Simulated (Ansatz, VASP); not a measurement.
## Two plane-wave programs on Al2Cu

```
CELL_PARAMETERS angstrom
-2.98080 2.98080 2.51487
2.98080 -2.98080 2.51487
2.98080 2.98080 -2.51487
ATOMIC_POSITIONS crystal
Al 0.15872 0.65872 0.81744
Al 0.65872 0.84128 0.50000
Al 0.84128 0.34128 0.18256
Al 0.34128 0.15872 0.50000
Cu 0.75000 0.75000 0.00000
Cu 0.25000 0.25000 0.00000
```

Change from the starting cell: strain -0.015 along x and y, +0.030 along z, atoms carried along.

Alike in both runs: task single point; functional PBE; k mesh 12 × 12 × 12; occupations gaussian, width 0.15 eV; no spin polarisation.

|  | VASP | Ansatz |
| --- | --- | --- |
| version | VASP 6.6.1 | Ansatz 0.2.0 |
| potentials or method | VASP PAW PBE potentials, release 64 (Al, Cu), cutoff 520 eV | scalar-relativistic, plane waves, PAW |
| valence electrons in the cell | 34 | 50 |

VASP gave:

```
gap on the k mesh at the Fermi level (eV)                     : none
pressure (GPa)                                                : 0.4
traceless stress, the component that is largest in VASP (GPa) : -3.41
rms of the force components (eV/Å)                            : 0.051
```

Q: Which values does Ansatz return?

A: gap on the k mesh at the Fermi level (eV): none; pressure (GPa): 0.4; traceless stress, the component that is largest in VASP (GPa): -3.44; rms of the force components (eV/Å): 0.053.

Atom by atom the forces differ by 0.002 eV/Å (rms over components). A gap of «none» marks a metal or a gap that the smearing closes. VASP's potentials hold 34 valence electrons a cell and Ansatz's 50, so a difference there can come from the potentials and not from the codes.
